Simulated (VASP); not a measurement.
# BeH: relaxation of cell and atoms with PBE

Crystal: BeH.

```xyz
4
Lattice="2.3870 0.0000 0.0000 0.0000 3.9964 0.0000 0.0000 0.0000 4.9795" Properties=species:S:1:pos:R:3 pbc="T T T"
Be    1.1935    0.9652    0.0000
Be    1.1935    3.0312    0.0000
H     1.1935    0.0000    3.8975
H     1.1935    0.0000    1.0820
```

The cell was generated, and may not be a known phase.

```
Program                : VASP 6.6.1
Task                   : relaxation of cell and atoms
Functional             : PBE
Potentials or basis    : VASP PAW PBE potentials, release 64 (Be, H_h)
Cutoff                 : 1230 eV
k mesh                 : 12 × 8 × 6
Occupations            : gaussian, width 0.02 eV
Spin                   : no spin polarisation
Dipole correction      : no
Further INCAR settings : ALGO = Normal; EDIFF = 1e-07; IBRION = 2; EDIFFG = -0.01; NSW = 100; ISIF = 3
```

```json
{
 "Relaxed volume": "12.61 Å³/atom",
 "Relaxed cell": "a = 2.386 Å, b = 3.996 Å, c = 5.291 Å, α = 90.00°, β = 90.00°, γ = 90.00°",
 "Space group after relaxing (to 0.1 Å)": "Pmmm (No. 47)",
 "Energy gained by relaxing": "0.4 meV/atom",
 "Ionic steps": "17",
 "Pressure after relaxing": "0.0 GPa",
 "Largest force after relaxing": "0.008 eV/Å",
 "Band gap on the k mesh": "0.71 eV (least direct gap 0.88 eV)"
}
```

Forces on the atoms (eV/Å):
```
Be   0.000  0.008  0.000
Be   0.000 -0.008  0.000
H    0.000  0.000 -0.008
H    0.000  0.000  0.008
```

Stress tensor (GPa, compression positive):
```
 0.00  0.00  0.00
 0.00 -0.06  0.00
 0.00  0.00  0.07
```

The path:
| step | energy change (eV) | largest force (eV/Å) | pressure (GPa) | volume (Å³) |
| --- | --- | --- | --- | --- |
| 1 | 0.0000 | 0.0234 | 0.03 | 47.50 |
| 2 | -0.0001 | 0.0126 | 0.00 | 47.52 |
| 3 | -0.0001 | 0.0149 | 0.00 | 47.52 |
| 4 | -0.0001 | 0.0148 | 0.03 | 47.53 |
| 5 | -0.0002 | 0.0185 | 0.13 | 47.55 |
| 6 | -0.0002 | 0.0181 | 0.13 | 47.57 |
| 7 | -0.0003 | 0.0171 | 0.14 | 47.62 |
| 8 | -0.0004 | 0.0150 | 0.15 | 47.74 |
| 9 | -0.0006 | 0.0102 | 0.19 | 47.97 |
| 10 | -0.0007 | 0.0023 | 0.26 | 48.42 |
| 11 | -0.0009 | 0.0016 | 0.23 | 48.55 |
| 12 | -0.0012 | 0.0131 | 0.16 | 48.93 |
| 13 | -0.0015 | 0.0356 | 0.02 | 49.70 |
| 14 | -0.0013 | 0.0783 | -0.22 | 51.26 |
| 15 | -0.0016 | 0.0493 | -0.06 | 50.23 |
| 16 | -0.0017 | 0.0492 | 0.04 | 50.61 |
| 17 | -0.0017 | 0.0084 | 0.00 | 50.46 |

Final structure:
```yaml
crystal:
  lattice:
    - [2.38638, 0.00000, 0.00000]
    - [0.00000, 3.99612, 0.00000]
    - [0.00000, 0.00000, 5.29087]
  atoms:
    - { symbol: Be, position: [0.50000, 0.24171, 0.00000] }
    - { symbol: Be, position: [0.50000, 0.75829, 0.00000] }
    - { symbol: H, position: [0.50000, 0.00000, 0.79562] }
    - { symbol: H, position: [0.50000, 0.00000, 0.20438] }
```

Levels at points of the mesh, in eV from the valence-band top:
```
           k point  band 1  band 2  band 3  band 4  band 5  band 6  band 7
(0.00, 0.00, 0.00)   -8.22   -4.39   -2.12    3.60    3.94    6.64    7.21
(0.50, 0.00, 0.00)   -4.30   -1.88   -1.59    2.19    5.45    8.14    9.56
(0.00, 0.50, 0.00)   -7.75   -3.82   -3.81    2.08    4.80    6.53    9.39
(0.50, 0.50, 0.00)   -4.19   -1.21   -0.04    0.85    1.84    6.37    9.69
(0.00, 0.00, 0.50)   -8.10   -4.80   -2.09    4.11    5.80    6.19    7.17
(0.50, 0.00, 0.50)   -4.20   -1.83   -1.82    2.24    5.47    6.80    9.92
(0.00, 0.50, 0.50)   -7.65   -4.17   -3.73    1.34    7.76    8.46    9.43
(0.50, 0.50, 0.50)   -4.10   -1.42    0.00    0.88    1.92    5.95    8.52
```

Wall time 8.7 min on 1 thread of Intel(R) Xeon(R) 6975P-C (Granite Rapids), with other jobs on the host, peak memory 0.39 GiB.

A k mesh can miss the band edges.
